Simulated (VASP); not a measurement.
NbRu, 2 atoms in the cell. Symmetry: Pm-3m, No. 221, cubic system. The conventional cell has a = 3.025 Å, b = 3.025 Å, c = 3.025 Å, α = 90.00°, β = 90.00°, γ = 90.00°. Nb (site symmetry m-3m) has 8 Ru at 2.62 Å and 6 Nb at 3.02 Å within 3.5 Å. Within 3.5 Å of Ru (site symmetry m-3m) lie 8 Nb at 2.62 Å and 6 Ru at 3.02 Å.  This cell differs from its parent crystal: strain -0.050 along x and y, -0.050 along z.

```yaml
Program: VASP 6.6.1
Task: single point
Functional: PBEsol
Potentials_or_basis: VASP PAW PBE potentials, release 64 (Nb_sv, Ru_pv)
Cutoff: 520 eV
k_mesh: 16 × 16 × 16
Occupations: gaussian, width 0.15 eV
Spin: no spin polarisation
Dipole_correction: no
Further_INCAR_settings: ALGO = Normal; EDIFF = 1e-06; NBANDS = 20
```

Potentials or basis: VASP PAW PBE potentials, release 64 (Nb_sv, Ru_pv).

Command:

```console
$ cat potpaw_PBE.64/Nb_sv/POTCAR potpaw_PBE.64/Ru_pv/POTCAR > POTCAR
$ mpirun -np 1 vasp_std > vasp.out
```

Hardware: 1 thread of Intel(R) Xeon(R) 6975P-C (Granite Rapids) (shared host).

Problem. Estimate the wall time of this run.

Solution. It took 22 s on 1 thread of Intel(R) Xeon(R) 6975P-C (Granite Rapids), with other jobs on the host, peak memory 0.21 GiB. Counts: scf iterations 13, k points 165.
